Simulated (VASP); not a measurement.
# RbCl (Fm-3m) in VASP: further runs

RbCl is run at these levels: r2SCAN; tasks: single point.

Program: VASP 6.6.1. These are calculated values, not measurements. Logs are shortened: lines on timing, memory, paths and dates and some standing lists are left out, and cuts for length are marked.

### Step 1. The cell of the first run

Symmetry: Fm-3m, No. 225, cubic system. Conventional cell: a = 6.369 Å, b = 6.369 Å, c = 6.369 Å, α = 90.00°, β = 90.00°, γ = 90.00°. Rb (site symmetry m-3m) has 6 Cl at 3.18 Å within 4.2 Å. Within 4.2 Å of Cl (site symmetry m-3m) lie 6 Rb at 3.18 Å.

### Step 2. Single point, r2SCAN

POSCAR

```
RbCl
1.0
    0.0000000000      3.1842558170      3.1842558170
    3.1842558170      0.0000000000      3.1842558170
    3.1842558170      3.1842558170      0.0000000000
Rb Cl
1 1
Direct
    0.0000000000      0.0000000000      0.0000000000
    0.5000000000      0.5000000000      0.5000000000
```

INCAR.step1

```
PREC     = Accurate       # precision mode
ENCUT    = 550            # plane-wave cutoff, eV
ISMEAR   = 0              # smearing method
SIGMA    = 0.01           # smearing width, eV
LREAL    = F              # projectors in reciprocal space
LASPH    = T              # aspherical terms in the spheres
NELM     = 120            # most SCF steps
NBANDS   = 15             # bands
GGA      = PE             # functional
ALGO     = Normal         # electronic algorithm
EDIFF    = 1E-5           # SCF threshold, eV
LWAVE    = T              # write WAVECAR
LCHARG   = F              # write CHGCAR
GGA_COMPAT= F
```

INCAR.step2

```
PREC     = Accurate       # precision mode
ENCUT    = 550            # plane-wave cutoff, eV
EDIFF    = 1E-6           # SCF threshold, eV
ISMEAR   = 0              # smearing method
SIGMA    = 0.01           # smearing width, eV
LREAL    = F              # projectors in reciprocal space
LASPH    = T              # aspherical terms in the spheres
NELM     = 120            # most SCF steps
ALGO     = Normal         # electronic algorithm
ISIF     = 2              # what is computed and relaxed
LWAVE    = F              # write WAVECAR
LCHARG   = F              # write CHGCAR
METAGGA  = R2SCAN         # meta-GGA
LMIXTAU  = T            
NBANDS   = 15             # bands
ISTART   = 1            
GGA_COMPAT= F
```

KPOINTS

```
regular mesh
0
Gamma
  5 5 5
```

Potentials or basis: VASP PAW PBE potentials, release 64 (Rb_sv, Cl).

Run with:

```
$ cat potpaw_PBE.64/Rb_sv/POTCAR potpaw_PBE.64/Cl/POTCAR > POTCAR
$ cp INCAR.step1 INCAR
$ mpirun -np 1 vasp_std > vasp.out
$ cp INCAR.step2 INCAR
$ mpirun -np 1 vasp_std > vasp.out
```

OUTCAR:

```text
PREC = Accurate
   ENCUT = 550
   EDIFF = 1E-6
   ISMEAR = 0
   LREAL = F
   LASPH = T
   NELM = 120
   ISIF = 2
   METAGGA = R2SCAN
   ISTART = 1

 ion  position               nearest neighbor table
   1  0.000  0.000  0.000-   2 3.18   2 3.18   2 3.18   2 3.18   2 3.18   2 3.18
   2  0.500  0.500  0.500-   1 3.18   1 3.18   1 3.18   1 3.18   1 3.18   1 3.18

  LATTYP: Found a face centered cubic cell.
 ALAT       =     6.3685116340

  Lattice vectors:

 A1 = (   0.0000000000,   3.1842558170,   3.1842558170)
 A2 = (   3.1842558170,   0.0000000000,   3.1842558170)
 A3 = (   3.1842558170,   3.1842558170,   0.0000000000)

Analysis of symmetry for initial positions (statically):
=====================================================================
 Subroutine PRICEL returns:
 Original cell was already a primitive cell.

 Routine SETGRP: Setting up the symmetry group for a
 face centered cubic supercell.

 Subroutine GETGRP returns: Found 48 space group operations
 (whereof 48 operations were pure point group operations)
 out of a pool of 48 trial point group operations.

The static configuration has the point symmetry O_h .

Analysis of symmetry for dynamics (positions and initial velocities):
=====================================================================
 Subroutine PRICEL returns:
 Original cell was already a primitive cell.

 Routine SETGRP: Setting up the symmetry group for a
 face centered cubic supercell.

 Subroutine GETGRP returns: Found 48 space group operations
 (whereof 48 operations were pure point group operations)
 out of a pool of 48 trial point group operations.

The dynamic configuration has the point symmetry O_h .

 Subroutine INISYM returns: Found 48 space group operations
 (whereof 48 operations are pure point group operations),
 and found     1 'primitive' translations

----------------------------------------------------------------------------------------

                                     Primitive cell

  volume of cell :      64.5734

  direct lattice vectors                    reciprocal lattice vectors
     0.000000000  3.184255817  3.184255817    -0.157022560  0.157022560  0.157022560
     3.184255817  0.000000000  3.184255817     0.157022560 -0.157022560  0.157022560
     3.184255817  3.184255817  0.000000000     0.157022560  0.157022560 -0.157022560

  length of vectors
     4.503217762  4.503217762  4.503217762     0.271971052  0.271971052  0.271971052

  position of ions in fractional coordinates (direct lattice)
     0.000000000  0.000000000  0.000000000
     0.500000000  0.500000000  0.500000000

  ion indices of the primitive-cell ions
   primitive index   ion index
                 1           1
                 2           2

----------------------------------------------------------------------------------------

 KPOINTS: regular mesh

Automatic generation of k-mesh.
 Grid dimensions read from file:
 generate k-points for:    5    5    5

 Generating k-lattice:

  Cartesian coordinates                     Fractional coordinates (reciprocal lattice)
    -0.031404512  0.031404512  0.031404512     0.200000000  0.000000000  0.000000000
     0.031404512 -0.031404512  0.031404512     0.000000000  0.200000000  0.000000000
     0.031404512  0.031404512 -0.031404512     0.000000000  0.000000000  0.200000000

  Length of vectors
     0.054394210  0.054394210  0.054394210

  Shift w.r.t. Gamma in fractional coordinates (k-lattice)
     0.000000000  0.000000000  0.000000000

 Subroutine IBZKPT returns following result:
 ===========================================

 Found     10 irreducible k-points:

 Following reciprocal coordinates:
            Coordinates               Weight
  0.000000  0.000000  0.000000      1.000000
  0.200000  0.000000  0.000000      8.000000
  0.400000  0.000000  0.000000      8.000000
  0.200000  0.200000  0.000000      6.000000
  0.400000  0.200000  0.000000     24.000000
 -0.400000  0.200000  0.000000     24.000000
 -0.200000  0.200000  0.000000     12.000000
  0.400000  0.400000  0.000000      6.000000
 -0.400000  0.400000  0.000000     12.000000
 -0.400000  0.400000  0.200000     24.000000
   k-points           NKPTS =     10   k-points in BZ     NKDIM =     10   number of bands    NBANDS=     15
   number of dos      NEDOS =    301   number of ions     NIONS =      2
   total plane-waves  NPLWV =  46656
   dimension x,y,z NGX =    36 NGY =   36 NGZ =   36
   dimension x,y,z NGXF=    72 NGYF=   72 NGZF=   72
   ions per type =               1   1
   NGX,Y,Z   is equivalent  to a cutoff of  13.29, 13.29, 13.29 a.u.
   NGXF,Y,Z  is equivalent  to a cutoff of  26.58, 26.58, 26.58 a.u.
 SYSTEM =  unknown system
   PREC   = accura    normal or accurate (medium, high low for compatibility)
   ISTART =      1    job   : 0-new  1-cont  2-samecut
   ICHARG =      0    charge: 1-file 2-atom 10-const
   ISPIN  =      1    spin polarized calculation?
   LNONCOLLINEAR =      F non collinear calculations
   LSORBIT =      F    spin-orbit coupling
   LASPH  =      T    aspherical Exc in radial PAW
   ENCUT  =  550.0 eV  40.42 Ry    6.36 a.u.   8.61  8.61  8.61*2*pi/ulx,y,z
   NELM   =    120;   NELMIN=  2; NELMDL=  0     # of ELM steps
   EDIFF  = 0.1E-05   stopping-criterion for ELM
   LREAL  =      F    real-space projection
   EDIFFG = 0.1E-04   stopping-criterion for IOM
   NSW    =      0    number of steps for IOM
   IBRION =     -1    ionic relax: 0-MD 1-quasi-New 2-CG
   NFREE  =      0    steps in history (QN), initial steepest desc. (CG)
   ISIF   =      2    stress and relaxation
   ISYM   =      2    0-nonsym 1-usesym 2-fastsym
   POTIM  = 0.5000    time-step for ionic-motion
   TEBEG  =    0.0;   TEEND  =   0.0 temperature during run
   PSTRESS=    0.0 pullay stress
   NELECT =      16.0000    total number of electrons
   NUPDOWN=      -1.0000    fix difference up-down
   EMIN   =  10.00;   EMAX   =-10.00  energy-range for DOS
   EFERMI =   0.00;   METHOD = LEGACY
   ISMEAR =     0;   SIGMA  =   0.01  broadening in eV -4-tet -1-fermi 0-gaus
   EFERMI_NEDOS =   21; number of points for ismear=-14 and -15
   IALGO  =     38    algorithm
   IMIX   =      4    mixing-type and parameters
     AMIX     =   0.40;   BMIX     =  1.00
     AMIX_MAG =   1.60;   BMIX_MAG =  1.00
  volume/ion in A,a.u.               =      32.29       217.88
  Fermi-wavevector in a.u.,A,eV,Ry     =   1.028246  1.943103 14.385291  1.057289
  Thomas-Fermi vector in A             =   2.162232
   LORBIT       =      0    0 simple, 1 ext, 2 COOP (PROOUT), +10 PAW based schemes
   METAGGA = R2SCAN    functional components
   LHFCALC =     F    Hartree Fock is set to
   AEXX    =    0.0000 exact exchange contribution
   IVDW    =     0    specifies the selected vdW correction
   LEPSILON=     F    determine dielectric tensor
   LRPA    =     F    only Hartree local field effects (RPA)
 non-spin polarized calculation
 Gauss-broadening in eV      SIGMA  =   0.01
  energy-cutoff  :      550.00
  volume of cell :       64.57
 maximum number of plane-waves:      1917
   NGX = 17   NGY = 17   NGZ = 17

 number of electron      15.9999999 magnetization

 Free energy of the ion-electron system (eV)
  ---------------------------------------------------
  ext. energy  EPLUGINS =         0.00000000
  ---------------------------------------------------
  free energy    TOTEN  =       -24.32878194 eV

  energy without entropy =      -24.32878194  energy(sigma->0) =      -24.32878194

 E-fermi :  -1.7695     XC(G=0):  -8.2248

 val. band max:       -1.8985053561   @ k =   0.0000   0.0000   0.0000
 cond. band min:       4.0416364227   @ k =   0.0000   0.0000   0.0000
 fundamental gap:      5.9401417788
 Fermi energy:        -1.7695413930

 k-point     1 :       0.0000    0.0000    0.0000
  band No.  band energies     occupation
      1     -26.3151      2.00000
      2     -14.5430      2.00000
      3      -9.8155      2.00000
      4      -9.8155      2.00000
      5      -9.8155      2.00000
      6      -1.8985      2.00000
      7      -1.8985      2.00000
      8      -1.8985      2.00000
      9       4.0416      0.00000
     10       6.7493      0.00000
     11       6.7493      0.00000
     12       6.7493      0.00000
     13       7.9936      0.00000
     14       7.9936      0.00000
     15      10.8158      0.00000

 k-point     2 :       0.2000    0.0000    0.0000
  band No.  band energies     occupation
      1     -26.3056      2.00000
      2     -14.5782      2.00000
      3      -9.8194      2.00000
      4      -9.8194      2.00000
      5      -9.7943      2.00000
      6      -2.2964      2.00000
      7      -2.0552      2.00000
      8      -2.0552      2.00000
      9       4.9815      0.00000
     10       6.5001      0.00000
     11       7.3153      0.00000
     12       7.3153      0.00000
     13       8.6900      0.00000
     14       8.6900      0.00000
     15      12.5211      0.00000

 k-point     3 :       0.4000    0.0000    0.0000
  band No.  band energies     occupation
      1     -26.2901      2.00000
      2     -14.6345      2.00000
      3      -9.8254      2.00000
      4      -9.8254      2.00000
      5      -9.7608      2.00000
      6      -2.8234      2.00000
      7      -2.2904      2.00000
      8      -2.2904      2.00000
      9       6.4478      0.00000
     10       6.8145      0.00000
     11       8.8139      0.00000
     12       8.8139      0.00000
     13      10.2283      0.00000
     14      10.2283      0.00000
     15      12.0943      0.00000

 k-point     4 :       0.2000    0.2000    0.0000
  band No.  band energies     occupation
      1     -26.3027      2.00000
      2     -14.5681      2.00000
      3      -9.8654      2.00000
      4      -9.8654      2.00000
      5      -9.7832      2.00000
      6      -2.4478      2.00000
      7      -1.9508      2.00000
      8      -1.9508      2.00000
      9       5.0926      0.00000
     10       5.7487      0.00000
     11       7.9184      0.00000
     12       7.9184      0.00000
     13       8.3574      0.00000
     14       9.2880      0.00000
     15      12.9212      0.00000
[... 55 lines left out ...]
 k-point     8 :       0.4000    0.4000    0.0000
  band No.  band energies     occupation
      1     -26.2834      2.00000
      2     -14.5133      2.00000
      3     -10.0936      2.00000
      4      -9.9470      2.00000
      5      -9.9470      2.00000
      6      -2.3245      2.00000
      7      -1.9856      2.00000
      8      -1.9856      2.00000
      9       4.7899      0.00000
     10       6.8806      0.00000
     11       9.1003      0.00000
     12       9.4505      0.00000
     13      10.4983      0.00000
     14      10.5844      0.00000
     15      10.5844      0.00000

 k-point     9 :      -0.4000    0.4000    0.0000
  band No.  band energies     occupation
      1     -26.2802      2.00000
      2     -14.5241      2.00000
      3     -10.1460      2.00000
      4      -9.9271      2.00000
      5      -9.9126      2.00000
      6      -2.2430      2.00000
      7      -2.1808      2.00000
      8      -2.1031      2.00000
      9       5.2497      0.00000
     10       7.9657      0.00000
     11       8.2271      0.00000
     12       9.4318      0.00000
     13       9.8725      0.00000
     14      10.4142      0.00000
     15      12.0040      0.00000

 k-point    10 :      -0.4000    0.4000    0.2000
  band No.  band energies     occupation
      1     -26.2818      2.00000
      2     -14.5533      2.00000
      3     -10.0283      2.00000
      4     -10.0235      2.00000
      5      -9.8000      2.00000
      6      -2.4676      2.00000
      7      -2.2243      2.00000
      8      -2.0886      2.00000
      9       5.9123      0.00000
     10       6.9240      0.00000
     11       8.5383      0.00000
     12       9.5759      0.00000
     13      10.2844      0.00000
     14      10.6259      0.00000
     15      11.6044      0.00000

------------------------ aborting loop because EDIFF is reached ----------------------------------------

  FORCE on cell =-STRESS in cart. coord.  units (eV):
  Direction    XX          YY          ZZ          XY          YZ          ZX
  --------------------------------------------------------------------------------------
  -------------------------------------------------------------------------------------
  Total        1.0356109      1.0356109      1.0356109      0.0000000     -0.0000000      0.0000000
  in kB       25.6952798     25.6952798     25.6952798      0.0000000     -0.0000000      0.0000000
  external PRESSURE =      25.6952798 kB  Pullay stress =       0.0000000 kB

 VOLUME and BASIS-vectors are now :
 -----------------------------------------------------------------------------
  energy-cutoff  :      550.00
  volume of cell :       64.57
      direct lattice vectors                 reciprocal lattice vectors
     0.000000000  3.184255817  3.184255817    -0.157022560  0.157022560  0.157022560
     3.184255817  0.000000000  3.184255817     0.157022560 -0.157022560  0.157022560
     3.184255817  3.184255817  0.000000000     0.157022560  0.157022560 -0.157022560

 POSITION                                       TOTAL-FORCE (eV/Angst)
 -----------------------------------------------------------------------------------
      0.00000      0.00000      0.00000        -0.000000     -0.000000     -0.000000
      3.18426      3.18426      3.18426         0.000000      0.000000      0.000000
 -----------------------------------------------------------------------------------
    total drift:                                0.000000      0.000000      0.000000

  FREE ENERGIE OF THE ION-ELECTRON SYSTEM (eV)
  ---------------------------------------------------
  free  energy   TOTEN  =       -24.3287819393 eV

  energy  without entropy=      -24.3287819393  energy(sigma->0) =      -24.32878194
```

It took 85 s on 1 thread of Intel Xeon 8259CL, shared host; peak memory 0.22 GiB.

What came out:

| Quantity | Value |
| --- | --- |
| Free energy | -24.3288 eV |
| Pressure | 2.6 GPa |
| Band gap on the k mesh | 5.94 eV, direct |

Caveat: the PAW data sets were made with another functional, which shifts forces and pressure a little. r2SCAN opens gaps a little over a GGA but as a rule still falls short of measured ones.

(Part 1 of 3 ends here.)
